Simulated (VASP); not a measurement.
Here is a VASP 6.6.1 calculation.

The input POSCAR:

```
MgO
1.0
    0.0000000000      2.2734326834      2.2734326834
    2.2734326834      0.0000000000      2.2734326834
    2.2734326834      2.2734326834      0.0000000000
Mg O
1 1
Direct
    0.5000000000      0.5000000000      0.5000000000
    0.7500000000      0.7500000000      0.7500000000
```

The input INCAR.step1:

```
PREC     = Accurate       # precision mode
ENCUT    = 520            # plane-wave cutoff, eV
EDIFF    = 1E-5           # SCF threshold, eV
ISMEAR   = -1             # smearing method
SIGMA    = 0.05           # smearing width, eV
LREAL    = False          # projectors in reciprocal space
LASPH    = True           # aspherical terms in the spheres
NELM     = 100            # most SCF steps
ALGO     = Normal         # electronic algorithm
ISIF     = 2              # what is computed and relaxed
LWAVE    = True           # write WAVECAR
GGA      = PE             # functional
NBANDS   = 11             # bands
```

INCAR.step2

```
PREC     = Accurate       # precision mode
ENCUT    = 520            # plane-wave cutoff, eV
EDIFF    = 1E-6           # SCF threshold, eV
ISMEAR   = -1             # smearing method
SIGMA    = 0.05           # smearing width, eV
LREAL    = False          # projectors in reciprocal space
LASPH    = True           # aspherical terms in the spheres
NELM     = 100            # most SCF steps
ALGO     = Normal         # electronic algorithm
ISIF     = 2              # what is computed and relaxed
LWAVE    = False          # write WAVECAR
LCHARG   = True           # write CHGCAR
GGA      = PE             # functional
LHFCALC  = True           # exact exchange
AEXX     = 1.0            # exact-exchange fraction
ALDAC    = 0.0          
AGGAC    = 0.0          
PRECFOCK = Normal       
LELF     = True           # ELF
LVHAR    = True         
ISTART   = 1            
NBANDS   = 11             # bands
```

File KPOINTS:

```
Automatic mesh
0
Gamma
  5 5 5
```

Potentials or basis: VASP PAW PBE potentials, release 64 (Mg, O).

The run is started by

```console
$ cat potpaw_PBE.64/Mg/POTCAR potpaw_PBE.64/O/POTCAR > POTCAR
$ cp INCAR.step1 INCAR
$ mpirun -np 1 vasp_std > vasp.out
$ cp INCAR.step2 INCAR
$ mpirun -np 1 vasp_std > vasp.out
```

(1) Estimate the pressure.

(2) What does it give for the band gap on the k mesh?

## Answers

(1) 0.7 GPa.

(2) 13.84 eV, direct.

Caveat: the k points lie up to 0.48 Å⁻¹ apart; the PAW data sets were made with another functional, which shifts forces and pressure a little.
